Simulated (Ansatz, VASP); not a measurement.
# One calculation of HfC, two programs

```
CELL_PARAMETERS angstrom
0.00000 2.28641 2.28641
2.28641 0.00000 2.28641
2.28641 2.28641 0.00000
ATOMIC_POSITIONS crystal
Hf 0.00000 0.00000 0.00000
C 0.50000 0.50000 0.50000
```

Alike in both runs: functional LDA; k mesh 16 × 16 × 16; occupations gaussian, width 0.1 eV; no spin polarisation.

Ansatz relaxed the structure, and its values are those at the end. VASP's run is a single point on that final structure, the one shown.

|  | VASP | Ansatz |
| --- | --- | --- |
| version | VASP 6.6.1 | Ansatz 0.2.0 |
| potentials or method | VASP PAW LDA potentials, release 64 (Hf_pv, C), cutoff 600 eV | scalar-relativistic, plane waves, PAW |
| valence electrons in the cell | 14 | 30 |

```csv
,VASP,Ansatz,Ansatz less VASP
gap on the k mesh at the Fermi level (eV),none,none,-
pressure (GPa),0.5,0.0,-0.51
```

Ansatz warns that its potentials were made for another functional, while VASP's fit it. LDA's correlation is that of Perdew and Zunger in VASP and of Perdew and Wang (1992) in Ansatz. A gap of «none» marks a metal or a gap that the smearing closes. VASP's potentials hold 14 valence electrons a cell and Ansatz's 30, so a difference there can come from the potentials and not from the codes.

Spin-orbit coupling is off throughout.
